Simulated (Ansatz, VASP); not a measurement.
**Two plane-wave programs on K**

INCAR

```
PREC = Accurate
ENCUT = 520
EDIFF = 1E-6
ISMEAR = 0
SIGMA = 0.15
LREAL = False
LASPH = True
NELM = 80
ALGO = Fast
ISIF = 2
LWAVE = False
LCHARG = True
GGA = PS
LELF = True
LVHAR = True
NBANDS = 10
```

The input KPOINTS:

```
Automatic mesh
0
Gamma
  14 14 14
```

POSCAR

```
K
1.0
   -2.6834500000      2.6834500000      2.6180000000
    2.6834500000     -2.6834500000      2.6180000000
    2.6834500000      2.6834500000     -2.6180000000
K
1
Direct
    0.0000000000      0.0000000000      0.0000000000
```

Input for Ansatz:

```yaml
crystal:
  lattice:
    - [-2.68345, 2.68345, 2.618]
    - [2.68345, -2.68345, 2.618]
    - [2.68345, 2.68345, -2.618]
  atoms:
    - { symbol: K, position: [0.0, 0.0, 0.0] }
basis:
  ecutwfc: 420
kpoints:
  mp_grid: { grid: [14, 14, 14] }
hamiltonian:
  xc: pbesol
scf:
  occupations: { method: gaussian, width: 0.15 }
output:
  forces: true
  stress: true
  eigenvalues: true
```

Change from the starting cell: strain +0.025 along x and y, +0.000 along z, atoms carried along.

Alike in both runs: task single point; functional PBEsol; k mesh 14 × 14 × 14; occupations gaussian, width 0.15 eV; no spin polarisation.

|  | VASP | Ansatz |
| --- | --- | --- |
| version | VASP 6.6.1 | Ansatz 0.2.0 |
| potentials or method | VASP PAW PBE potentials, release 64 (K_sv), cutoff 520 eV | scalar-relativistic, plane waves, PAW |
| valence electrons in the cell | 9 | 9 |

```tsv
	VASP	Ansatz	Ansatz less VASP
gap on the k mesh at the Fermi level (eV)	none	none	-
pressure (GPa)	-0.2	-0.2	+0.01
```

VASP's potentials were made for PBE, not for PBEsol. A gap of «none» marks a metal or a gap that the smearing closes.
